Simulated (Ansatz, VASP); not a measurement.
One calculation of Ba, two programs

```
Ba
1.0
     3.90866    0.00000    0.00000
     0.00000    3.90866    0.00000
     0.00000    0.00000    3.90866
Ba
1
Direct
  0.00000 0.00000 0.00000
```

Alike in both runs: task single point; functional r2SCAN; k mesh 8 × 8 × 8; occupations fermi-dirac, width 0.1 eV; non-collinear spin, spin-orbit coupling.

|  | VASP | Ansatz |
| --- | --- | --- |
| version | VASP 6.6.1 | Ansatz 0.2.0 |
| potentials or method | VASP PAW PBE potentials, release 64 (Ba_sv), cutoff 520 eV | plane waves (500 eV) with PAW, fully relativistic with spin-orbit coupling |
| valence electrons in the cell | 10 | 10 |

|  | VASP | Ansatz | Ansatz less VASP |
| --- | --- | --- | --- |
| net moment per atom (μB) | 0.00 | 0.00 | 0.000 |

VASP's potentials were made for PBE, not for r2SCAN.
